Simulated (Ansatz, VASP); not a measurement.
# Two plane-wave programs on Cu

```
Cu
1.0
     3.61500    0.00000    0.00000
     0.00000    1.80750   -1.80750
     0.00000    7.53125    6.92875
Cu
8
Cartesian
  0.0000 6.7781 6.7781
  1.8075 1.3556 -0.4519
  0.0000 1.3556 1.3556
  1.8075 3.1631 1.3556
  0.0000 3.1631 3.1631
  1.8075 4.9706 3.1631
  0.0000 4.9706 4.9706
  1.8075 6.7781 4.9706
```

Alike in both runs: task single point; functional PBE; k mesh 13 × 18 × 5; occupations gaussian, width 0.15 eV; no spin polarisation.

|  | VASP | Ansatz |
| --- | --- | --- |
| version | VASP 6.6.1 | Ansatz 0.2.0 |
| potentials or method | VASP PAW PBE potentials, release 64 (Cu), cutoff 520 eV | scalar-relativistic, plane waves, PAW |
| valence electrons in the cell | 88 | 152 |

VASP gave:

```
gap on the k mesh at the Fermi level (eV)                     : none
pressure (GPa)                                                : 3.1
traceless stress, the component that is largest in VASP (GPa) : -1.44
rms of the force components (eV/Å)                            : 0.196
```

What did Ansatz give for the same quantities?

gap on the k mesh at the Fermi level (eV): none; pressure (GPa): 2.4; traceless stress, the component that is largest in VASP (GPa): -1.45; rms of the force components (eV/Å): 0.196.

Atom by atom the forces differ by 0.001 eV/Å (rms over components). A gap of «none» marks a metal or a gap that the smearing closes. VASP's potentials hold 88 valence electrons a cell and Ansatz's 152, so a difference there can come from the potentials and not from the codes.
